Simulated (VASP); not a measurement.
Input of a VASP 6.6.1 run:

The input INCAR:

```
SYSTEM = Si8O16F
PREC = Accurate ; ENCUT = 520
EDIFF = 1E-6 ; ISMEAR = 0
SIGMA = 0.02 ; LREAL = Auto
LASPH = .TRUE. ; NELM = 100
ALGO = Normal ; ISIF = 2
LWAVE = .FALSE. ; LCHARG = .FALSE.
GGA = PE ; IVDW = 12
NELECT = 136.0 ; NBANDS = 86
```

File KPOINTS:

```
Automatic mesh
0
G
  2 2 3
  0 0 0
```

POSCAR

```
Si8O16F
1.0
   -4.1501000000     -4.1501000000      0.0000000000
    4.1501000000     -4.1501000000      0.0000000000
    0.0000000000      0.0000000000      5.3150000000
Si O F
8 16 1
Direct
    0.4853162574      0.4971550083     -0.0005527752
   -0.0228214983      0.4989001470      0.2503469426
    0.4853333655      0.4971552493      0.5012237065
   -0.0138564131      0.5083575095      0.7503422389
    0.0166261054     -0.0047336209      0.0022968956
    0.5000062649     -0.0018775451      0.2503367827
    0.0166209248     -0.0047325366      0.4983732832
    0.5133114865     -0.0121339245      0.7503380997
    0.1777853546      0.4972940411     -0.0022906867
    0.0845441074      0.1588256909      0.2503234243
    0.7885154575      0.5437215971     -0.0210763876
    0.0060247946      0.7940629141      0.2503354657
    0.1777864389      0.4972881376      0.5029678269
   -0.0048397629      0.1974743982      0.7503345249
    0.7885203971      0.5437821980      0.5217849483
    0.0146619359      0.8121682610      0.7503422389
    0.7028439074     -0.0117241753      0.0017224835
    0.4868180285      0.6904873377      0.2503350894
    0.3198391605     -0.0142650779     -0.0107091251
    0.4467947760      0.3032738970      0.2503247413
    0.7028390882     -0.0117475483      0.4989591722
    0.4755210718      0.6872044047      0.7503418627
    0.3198348233     -0.0142612226      0.5113808090
    0.4988576179      0.2981925737      0.7503337723
    0.7854650490      0.2931879955      0.2504248354
```

Potentials or basis: VASP PAW PBE potentials, release 64 (Si, O, F).

Command:

```bash
$ cat potpaw_PBE.64/Si/POTCAR potpaw_PBE.64/O/POTCAR potpaw_PBE.64/F/POTCAR > POTCAR
$ mpirun -np 1 vasp_std > vasp.out
```

Question: Predict the largest force.

Answer: 0.152 eV/Å.

Question: Estimate the dispersion energy per atom.

Answer: -0.245 eV.

Forces in eV/Å, atoms in the order of the input:
```
Si   0.021  0.026  0.008
Si   0.001 -0.152  0.001
Si   0.020  0.026 -0.008
Si  -0.019 -0.030  0.000
Si  -0.004  0.010 -0.024
Si   0.018 -0.004  0.001
Si  -0.004  0.010  0.024
Si   0.004 -0.013  0.000
O   -0.019 -0.004  0.002
O    0.028 -0.054  0.000
O    0.000  0.032  0.034
O   -0.009 -0.004  0.000
O   -0.019 -0.005 -0.002
O    0.017 -0.011  0.001
O    0.002  0.034 -0.034
O   -0.009  0.016  0.000
O   -0.016 -0.019 -0.002
O    0.001 -0.008  0.000
O    0.025  0.012  0.004
O   -0.009 -0.006 -0.001
O   -0.016 -0.017  0.003
O   -0.002 -0.012  0.000
O    0.026  0.012 -0.005
O   -0.020  0.015 -0.001
F   -0.017  0.147  0.000
```

Caveat: the k points lie up to 0.54 Å⁻¹ apart; the cell carries a net charge on a neutralising background, which shifts energy and pressure.
